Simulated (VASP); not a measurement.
Here is a VASP 6.6.1 calculation.

INCAR

```
PREC = Accurate
ENCUT = 520
EDIFF = 1E-6
ISMEAR = 0
SIGMA = 0.1
LREAL = F
LASPH = T
NELM = 100
ALGO = Normal
ISIF = 2
LWAVE = F
LCHARG = F
GGA = PE
NBANDS = 41
```

KPOINTS

```
regular mesh
0
Gamma
  12 12 4
```

Contents of POSCAR:

```
AlCr2C
1.0
    2.8703095388      0.0000000000      0.0000000000
   -1.4351547694      2.4857609773      0.0000000000
    0.0000000000      0.0000000000     12.8127147047
Al Cr C
2 4 2
Direct
    0.6666666667      0.3333333333      0.2500000000
    0.3333333333      0.6666666667      0.7500000000
    0.3333333333      0.6666666667      0.4168342714
    0.6666666667      0.3333333333      0.9168342714
    0.6666666667      0.3333333333      0.5831657286
    0.3333333333      0.6666666667      0.0831657286
    0.0000000000      0.0000000000      0.5000000000
    0.0000000000      0.0000000000      0.0000000000
```

Potentials or basis: VASP PAW PBE potentials, release 64 (Al, Cr_pv, C).

The run is started by

```console
$ cat potpaw_PBE.64/Al/POTCAR potpaw_PBE.64/Cr_pv/POTCAR potpaw_PBE.64/C/POTCAR > POTCAR
$ mpirun -np 1 vasp_std > vasp.out
```

Estimate the pressure.

-5.1 GPa.

Estimate the largest force.

0.042 eV/Å.

Estimate the band gap on the k mesh.

zero (band 31 reaches 9.96 eV, above the bottom of band 32 at 9.14 eV).

Stress tensor (GPa, compression positive):
```
-5.04  0.00  0.00
 0.00 -5.04  0.00
 0.00  0.00 -5.15
```

 Spin polarisation is off, so any magnetic state and its effect on volume and gap are missing.
